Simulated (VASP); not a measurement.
## Hf2B: single point with PBE

Crystal: Hf2B.

```xyz
3
Lattice="0.0000 2.9309 2.9309 2.9309 0.0000 2.9309 2.9309 2.9309 0.0000" Properties=species:S:1:pos:R:3 pbc="T T T"
Hf    1.4654    1.4654    1.4654
Hf    4.3963    4.3963    4.3963
B     0.0000    0.0000    0.0000
```

| Item | Value |
| --- | --- |
| Program | VASP 6.6.1 |
| Task | single point |
| Functional | PBE |
| Potentials or basis | VASP PAW PBE potentials, release 64 (Hf_pv, B) |
| Cutoff | 520 eV |
| k mesh | 6 × 6 × 6 |
| Occupations | gaussian, width 0.1 eV |
| Spin | no spin polarisation |

- Pressure: -0.4 GPa

Levels at points of the mesh, in eV from the Fermi level:
```csv
k point,band 8,band 9,band 10,band 11,band 12,band 13,band 14,band 15,band 16,band 17
"(0.00, 0.00, 0.00)",-3.38,-3.38,-3.38,-1.53,-1.53,2.18,6.20,6.20,6.20,6.87
"(0.50, 0.00, 0.00)",-3.96,-1.94,-1.94,0.72,0.72,1.35,2.19,2.50,2.50,2.63
"(0.50, 0.50, 0.00)",-4.89,-1.61,-0.84,-0.65,-0.65,-0.49,3.38,3.38,3.44,3.44
```

Run time: 11 s on 1 thread of AMD EPYC 7R13 Processor (Zen 3), on a shared host, peak memory 0.15 GiB.

Caveat: spin-orbit coupling is left out, which moves the levels of the heavy elements.
